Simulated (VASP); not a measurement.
Set up this calculation in VASP 6.6.1, as the native input.

```
Task                   : relaxation of cell and atoms
Functional             : PBEsol
Potentials or basis    : VASP PAW PBE potentials, release 64 (Pb_d, O)
Cutoff                 : 600 eV
k mesh                 : 5 × 5 × 6
Occupations            : fermi-dirac, width 0.05 eV
Spin                   : no spin polarisation
Target pressure        : 5 GPa
Dipole correction      : no
Further INCAR settings : ALGO = Normal; EDIFF = 1e-06; IBRION = 2; EDIFFG = -0.01; NSW = 60; ISIF = 3
```

The structure of PbO2 lies in POSCAR:

```
PbO2
1.0
    4.9949598700      0.0000000000      0.0000000000
    0.0000000000      4.9949598700      0.0000000000
    0.0000000000      0.0000000000      3.4090009600
Pb O
2 4
Direct
    0.5000000000      0.5000000000      0.5000000000
    0.0000000000      0.0000000000      0.0000000000
    0.6925710400      0.6925710400      0.0000000000
    0.8074289600      0.1925710400      0.5000000000
    0.1925710400      0.8074289600      0.5000000000
    0.3074289600      0.3074289600      0.0000000000
```

One way to write it, as run:

INCAR

```
SYSTEM = PbO2
PREC     = Accurate       ! precision mode
ENCUT    = 600            ! plane-wave cutoff, eV
EDIFF    = 1E-6           ! SCF threshold, eV
ISMEAR   = -1             ! smearing method
SIGMA    = 0.05           ! smearing width, eV
LREAL    = .False.        ! projectors in reciprocal space
LASPH    = .True.         ! aspherical terms in the spheres
NELM     = 80             ! most SCF steps
ALGO     = Normal         ! electronic algorithm
ISIF     = 3              ! what is computed and relaxed
LWAVE    = .False.        ! write WAVECAR
LCHARG   = .False.        ! write CHGCAR
GGA      = PS             ! functional
IBRION   = 2              ! ionic algorithm
NSW      = 60             ! ionic steps
EDIFFG   = -0.01          ! ionic threshold
PSTRESS  = 50.0
```

KPOINTS

```
regular mesh
0
Gamma
  5 5 6
  0 0 0
```

Potentials or basis: VASP PAW PBE potentials, release 64 (Pb_d, O).

Command:

```console
$ cat potpaw_PBE.64/Pb_d/POTCAR potpaw_PBE.64/O/POTCAR > POTCAR
$ mpirun -np 1 vasp_std > vasp.out
```

Results of the run:

| Quantity | Value |
| --- | --- |
| Relaxed volume | 13.71 Å³/atom |
| Relaxed cell | a = 4.913 Å, b = 4.913 Å, c = 3.407 Å, α = 90.00°, β = 90.00°, γ = 90.00° |
| Space group after relaxing (to 0.1 Å) | P4_2/mnm (No. 136) |
| Energy change on relaxing (the run minimises the enthalpy) | +7.5 meV/atom |
| Ionic steps | 7 |
| Pressure after relaxing | 5.0 GPa |
| Band gap on the k mesh | 0.16 eV (least direct gap 0.46 eV) |

Caveat: the cell is relaxed towards a set pressure, so the run minimises the enthalpy, not the energy; the PAW data sets were made with another functional, which shifts forces and pressure a little; spin-orbit coupling is left out, which moves the levels of the heavy elements.

Run time: 3.7 min on 1 thread of Intel(R) Xeon(R) Platinum 8488C (Sapphire Rapids) (shared host), peak memory 0.24 GiB.
